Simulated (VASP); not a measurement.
A run of VASP 6.6.1 is set up as follows.

INCAR

```
  ALGO = Normal
  EDIFF = 1E-8
  ENCUT = 520
  GGA = PE
  ISIF = 2
  ISMEAR = -1
  LASPH = T
  LCHARG = F
  LEFG = T
  LREAL = F
  LWAVE = F
  NBANDS = 12
  NELM = 80
  PREC = Accurate
  SIGMA = 0.05
```

The input KPOINTS:

```
k-points
0
Gamma
  14 14 14
```

File POSCAR:

```
Ti
1.0
    0.0000000000      1.9889123197      1.9889123197
    1.9889123197      0.0000000000      1.9889123197
    1.9889123197      1.9889123197      0.0000000000
Ti
1
Direct
    0.0000000000      0.0000000000      0.0000000000
```

Potentials or basis: VASP PAW PBE potentials, release 64 (Ti_sv).

Command:

```bash
$ cat potpaw_PBE.64/Ti_sv/POTCAR > POTCAR
$ mpirun -np 1 vasp_std > vasp.out
```

(1) Predict the pressure.

(2) What does it give for the band gap on the k mesh?

Answers

(1) 12.3 GPa.

(2) zero (band 6 reaches 10.24 eV, above the bottom of band 7 at 8.84 eV).

Caveat: without QUAD_EFG the Cq values of the log hold for a quadrupole moment of 1 mb, not for the nuclei.
